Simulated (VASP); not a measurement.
Here is a VASP 6.6.1 calculation.

INCAR

```
PREC     = Accurate       # precision mode
ENCUT    = 520            # plane-wave cutoff, eV
EDIFF    = 1E-6           # SCF threshold, eV
ISMEAR   = 0              # smearing method
SIGMA    = 0.01           # smearing width, eV
LREAL    = False          # projectors in reciprocal space
LASPH    = True           # aspherical terms in the spheres
NELM     = 100            # most SCF steps
ALGO     = Normal         # electronic algorithm
ISIF     = 2              # what is computed and relaxed
LWAVE    = False          # write WAVECAR
LCHARG   = True           # write CHGCAR
GGA      = PE             # functional
LELF     = True           # ELF
LVHAR    = True         
NBANDS   = 15             # bands
```

KPOINTS

```
regular mesh
0
Gamma
  4 4 4
```

The input POSCAR:

```
BaS
1.0
    0.0000000000      3.2117958739      3.2117958739
    3.3402677089      0.0000000000      3.2117958739
    3.3402677089      3.2117958739      0.0000000000
Ba S
1 1
Direct
    0.0000000000      0.0000000000      0.0000000000
    0.5000000000      0.5000000000      0.5000000000
```

Potentials or basis: VASP PAW PBE potentials, release 64 (Ba_sv, S).

Run with:

```sh
$ cat potpaw_PBE.64/Ba_sv/POTCAR potpaw_PBE.64/S/POTCAR > POTCAR
$ mpirun -np 1 vasp_std > vasp.out
```

(1) Estimate the band gap on the k mesh.

(2) What does it give for the pressure?

## Answers

(1) 2.15 eV (least direct gap 2.31 eV).

(2) -0.8 GPa.

Caveat: the cell differs from its parent crystal (uniaxial x strain +4.0%); spin-orbit coupling is left out, which moves the levels of the heavy elements.
